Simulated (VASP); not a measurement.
Wanted: the native input for a VASP 6.6.1 run.

```yaml
Task: single point
Functional: PBE
Potentials_or_basis: VASP PAW PBE potentials, release 64 (Te, Mo_sv, F)
Cutoff: 520 eV
k_mesh: 4 × 4 × 4
Occupations: gaussian, width 0.1 eV
Spin: collinear spin
Starting_moments: "[0.0, 0.0, 0.0, 1.0, 0.0] μB"
Dipole_correction: no
Further_INCAR_settings: ALGO = Normal; EDIFF = 1e-06; NBANDS = 32
```

The structure of Te3MoF lies in POSCAR:

```
Te3MoF
1.0
    5.1848312000      0.0000000000      0.0000000000
    0.0000000000      5.1848312000      0.0000000000
    0.0000000000      0.0000000000      5.3562894400
Te Mo F
3 1 1
Direct
    0.5000000000      0.5000000000      0.0000000000
    0.0000000000      0.5000000000      0.0000000000
    0.5000000000      0.0000000000      0.0000000000
    0.5000000000      0.5000000000      0.5000000000
    0.0000000000      0.0000000000      0.0000000000
```

The cell was built from a structure type or drawn by symmetry, and may not be a known phase.

One way to write it, as run:

INCAR

```
SYSTEM = Te3MoF
PREC     = Accurate       ! precision mode
ENCUT    = 520            ! plane-wave cutoff, eV
EDIFF    = 1E-6           ! SCF threshold, eV
ISMEAR   = 0              ! smearing method
SIGMA    = 0.1            ! smearing width, eV
LREAL    = .FALSE.        ! projectors in reciprocal space
LASPH    = .TRUE.         ! aspherical terms in the spheres
NELM     = 150            ! most SCF steps
ALGO     = Normal         ! electronic algorithm
ISIF     = 2              ! what is computed and relaxed
LWAVE    = .FALSE.        ! write WAVECAR
LCHARG   = .FALSE.        ! write CHGCAR
ISPIN    = 2              ! spin polarisation
MAGMOM   = 0 0 0 1 0      ! initial moments
LORBIT   = 11             ! projections on sites
LMAXMIX  = 4              ! l up to which the mixer works
GGA      = PE             ! functional
NBANDS   = 32             ! bands
```

KPOINTS

```
Automatic mesh
0
G
  4 4 4
  0 0 0
```

Potentials or basis: VASP PAW PBE potentials, release 64 (Te, Mo_sv, F).

Command:

```sh
$ cat potpaw_PBE.64/Te/POTCAR potpaw_PBE.64/Mo_sv/POTCAR potpaw_PBE.64/F/POTCAR > POTCAR
$ mpirun -np 1 vasp_std > vasp.out
```

Results of the run:

The pressure is 18.2 GPa. The net moment is 4.16 μB per cell, the site moments are Te -0.07, -0.01 (each value once); Mo +3.42; F -0.03 μB and the valence electrons inside the program's atomic spheres are Te 3.68, 3.42 (each value once); Mo 12.25; F 6.00.

Caveat: the cell stands under pressure.

It took 3.3 min on 1 thread of AMD EPYC 7R13 Processor (Zen 3), with other jobs on the host, peak memory 0.33 GiB.
